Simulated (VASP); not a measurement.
A run of VASP 6.6.1 is set up as follows.

INCAR

```
  ALGO = Normal
  EDIFF = 1E-7
  EDIFFG = -0.002
  ENCUT = 600
  GGA = PS
  IBRION = 2
  ISIF = 3
  ISMEAR = 0
  LASPH = True
  LCHARG = False
  LREAL = False
  LWAVE = False
  NELM = 80
  NSW = 100
  PREC = Accurate
  SIGMA = 0.1
```

Contents of KPOINTS:

```
k-points
0
Gamma
  16 16 16
```

File POSCAR:

```
HfN
1.0
    0.0000000000      2.2558601200      2.2558601200
    2.2558601200      0.0000000000      2.2558601200
    2.2558601200      2.2558601200      0.0000000000
Hf N
1 1
Direct
    0.0000000000      0.0000000000      0.0000000000
    0.5000000000      0.5000000000      0.5000000000
```

Potentials or basis: VASP PAW PBE potentials, release 64 (Hf_pv, N).

Launch:

```console
$ cat potpaw_PBE.64/Hf_pv/POTCAR potpaw_PBE.64/N/POTCAR > POTCAR
$ mpirun -np 1 vasp_std > vasp.out
```

Q: What does it give for the relaxed cell?

A: a = 3.175 Å, b = 3.175 Å, c = 3.175 Å, α = 60.00°, β = 60.00°, γ = 60.00°.

Q: Predict the space group after relaxing (to 0.1 Å).

A: Fm-3m (No. 225).

The path:
| step | energy change (eV) | largest force (eV/Å) | pressure (GPa) | volume (Å³) |
| --- | --- | --- | --- | --- |
| 1 | 0.0000 | 0.0000 | -4.17 | 22.96 |
| 2 | 0.0131 | 0.0000 | 8.98 | 21.98 |
| 3 | -0.0044 | 0.0000 | -0.03 | 22.63 |
| 4 | -0.0044 | 0.0000 | 0.05 | 22.62 |
| 5 | -0.0044 | 0.0000 | -0.08 | 22.63 |
| 6 | -0.0044 | 0.0000 | 0.00 | 22.62 |

Caveat: the PAW data sets were made with another functional, which shifts forces and pressure a little.
